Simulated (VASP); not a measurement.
Input of a VASP 6.6.1 run:

File INCAR:

```
SYSTEM = TiO2
GGA = PE
ISMEAR = 0
SIGMA = 0.03
LWAVE = .FALSE.
LCHARG = .FALSE.
ISIF = 2
NSW = 120
PREC = Accurate
LASPH = .TRUE.
LREAL = .FALSE.
ALGO = Normal
EDIFF = 1E-7
NELM = 120
GGA_COMPAT = .FALSE.
IBRION = 2
EDIFFG = -0.002
NELMIN = 4
ENCUT = 640
EFERMI = MIDGAP
KPAR = 8
```

File KPOINTS:

```
Automatic mesh
0
Gamma
  9 9 9
  0 0 0
```

POSCAR

```
TiO2
1.0
    1.4973312015      0.8644845722      6.9815443949
   -1.4973312015      0.8644845722      6.9815443949
    0.0000000000     -1.7289691445      6.9815443949
Ti O
1 2
Direct
    0.0069310000      0.0041530000     -0.0103940000
    0.3692890000      0.3886340000      0.3799230000
    0.6298780000      0.6140950000      0.6237580000
```

Potentials or basis: VASP PAW PBE potentials, release 64 (Ti_sv, O).

Run with:

```bash
$ cat potpaw_PBE.64/Ti_sv/POTCAR potpaw_PBE.64/O/POTCAR > POTCAR
$ mpirun -np 8 vasp_std > vasp.out
```

(1) What does it give for the band gap on the k mesh?

(2) Predict the energy gained by relaxing.

Results:

(1) 2.70 eV (least direct gap 2.86 eV).

(2) 7.8 meV/atom.

Caveat: the cell differs from its parent crystal (atoms moved at random).
